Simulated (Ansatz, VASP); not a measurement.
**C11O in VASP and in Ansatz**

```
C O
1.0
     3.64732    0.00000    0.00000
    -1.66588    3.93102    0.00000
     0.00000    0.00000   23.58096
C O
11 1
Direct
  0.50018 0.33339 0.16963
  0.49982 0.66661 0.16963
  0.50018 0.83339 0.22189
  0.49982 0.16661 0.22189
  0.50002 0.33532 0.27414
  0.49998 0.66468 0.27414
  0.50013 0.83665 0.32662
  0.49987 0.16335 0.32662
  0.49976 0.35443 0.37450
  0.50024 0.64557 0.37450
  0.24976 0.85443 0.57593
  0.24976 0.85443 0.52716
```

Alike in both runs: task single point; functional PBE; dispersion D3(BJ); k mesh 8 × 7 × 1; occupations gaussian, width 0.05 eV; no spin polarisation.

|  | VASP | Ansatz |
| --- | --- | --- |
| version | VASP 6.6.1 | Ansatz 0.2.0 |
| potentials or method | VASP PAW PBE potentials, release 64 (C, O), cutoff 520 eV | scalar-relativistic, plane waves, PAW |
| valence electrons in the cell | 50 | 50 |

```csv
,VASP,Ansatz,Ansatz less VASP
gap on the k mesh at the Fermi level (eV),none,none,-
rms of the force components (eV/Å),1.633,1.669,+0.0364
```

A gap of «none» marks a metal or a gap that the smearing closes. Ansatz's warnings: xc potential rough in thin density.

Noted on VASP's run: the standard files for N, O and F lose accuracy on very short bonds.
